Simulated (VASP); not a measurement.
Pd, 1 atom in the cell. Symmetry: Fm-3m, No. 225, cubic system. The conventional cell has a = 3.893 Å, b = 3.893 Å, c = 3.893 Å, α = 90.00°, β = 90.00°, γ = 90.00°. Pd (site symmetry m-3m) has 12 Pd at 2.75 Å within 3.6 Å. 

```yaml
Program: VASP 6.6.1
Task: single point
Functional: PBE
Dispersion: D3(BJ)
Potentials_or_basis: VASP PAW PBE potentials, release 64 (Pd)
Cutoff: 500 eV
k_mesh: 12 × 12 × 12
Occupations: fermi-dirac, width 0.05 eV
Spin: collinear spin, ferromagnetic start
Starting_moments: "[1.0] μB"
Fixed_moment: 1 μB
Dipole_correction: no
Further_INCAR_settings: ALGO = Normal; EDIFF = 1e-06; NBANDS = 15
```

Potentials or basis: VASP PAW PBE potentials, release 64 (Pd).

Run with:

```console
$ cat potpaw_PBE.64/Pd/POTCAR > POTCAR
$ mpirun -np 1 vasp_std > vasp.out
```

Hardware: 1 thread of AMD EPYC 7R13 Processor (Zen 3), with other jobs on the host.

Problem. Estimate the wall time of this run.

Solution. Wall time 26 s on 1 thread of AMD EPYC 7R13 Processor (Zen 3) (shared host), peak memory 0.13 GiB. Counts: scf iterations 13, k points 72.
